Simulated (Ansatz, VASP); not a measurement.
**Hf2H3: VASP beside Ansatz**

```
Hf H
1.0
     3.57095    0.00000    0.00000
     0.00000    5.73791    0.00000
     0.00000    0.00000    3.52695
Hf H
2 3
Direct
  0.50000 0.50000 0.50000
  0.50000 0.00000 0.50000
  0.00000 0.00000 0.50000
  0.50000 0.00000 0.00000
  0.00000 0.00000 0.00000
```

Change from the starting cell: species swapped into the Zr3Cd2 type (Pmmm, No. 47).

Alike in both runs: functional PBE; k mesh 6 × 4 × 4; occupations gaussian, width 0.1 eV; no spin polarisation.

Ansatz relaxed the structure, and its values are those at the end. VASP's run is a single point on that final structure, the one shown.

```csv
,VASP,Ansatz
version,VASP 6.6.1,Ansatz 0.2.0
potentials or method,"VASP PAW PBE potentials, release 64 (Hf_pv, H), cutoff 520 eV","scalar-relativistic, plane waves, PAW"
valence electrons in the cell,23,55
```

```csv
,VASP,Ansatz,Ansatz less VASP
gap on the k mesh at the Fermi level (eV),none,none,-
pressure (GPa),-0.1,0.0,+0.13
```

A gap of «none» marks a metal or a gap that the smearing closes. VASP's potentials hold 23 valence electrons a cell and Ansatz's 55, so a difference there can come from the potentials and not from the codes.

The k mesh is coarse, so the values compare programs but aren't converged. Neither program's run includes spin-orbit coupling.
